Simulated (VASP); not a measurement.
AgCl, 4 atoms in the cell. The typed cell holds 4 atoms: a = 3.889 Å, b = 3.888 Å, c = 5.496 Å, α = 90.00°, β = 89.96°, γ = 90.00°. 

- Program: VASP 6.6.1
- Task: single point
- Functional: PBE
- Potentials or basis: VASP PAW PBE potentials, release 64 (Ag, Cl)
- Cutoff: 520 eV
- k mesh: 6 × 6 × 4
- Occupations: gaussian, width 0.01 eV
- Spin: no spin polarisation
- Dipole correction: no
- Further INCAR settings: ALGO = Normal; EDIFF = 1e-06; NBANDS = 26

Potentials or basis: VASP PAW PBE potentials, release 64 (Ag, Cl).

Command:

```bash
$ cat potpaw_PBE.64/Ag/POTCAR potpaw_PBE.64/Cl/POTCAR > POTCAR
$ mpirun -np 1 vasp_std > vasp.out
```

Hardware: 1 thread of Intel(R) Xeon(R) Platinum 8488C (Sapphire Rapids) (shared host).

Estimate the wall time of this run.

Run time: 60 s on 1 thread of Intel(R) Xeon(R) Platinum 8488C (Sapphire Rapids), with other jobs on the host, peak memory 0.24 GiB. Counts: scf iterations 12, k points 56.
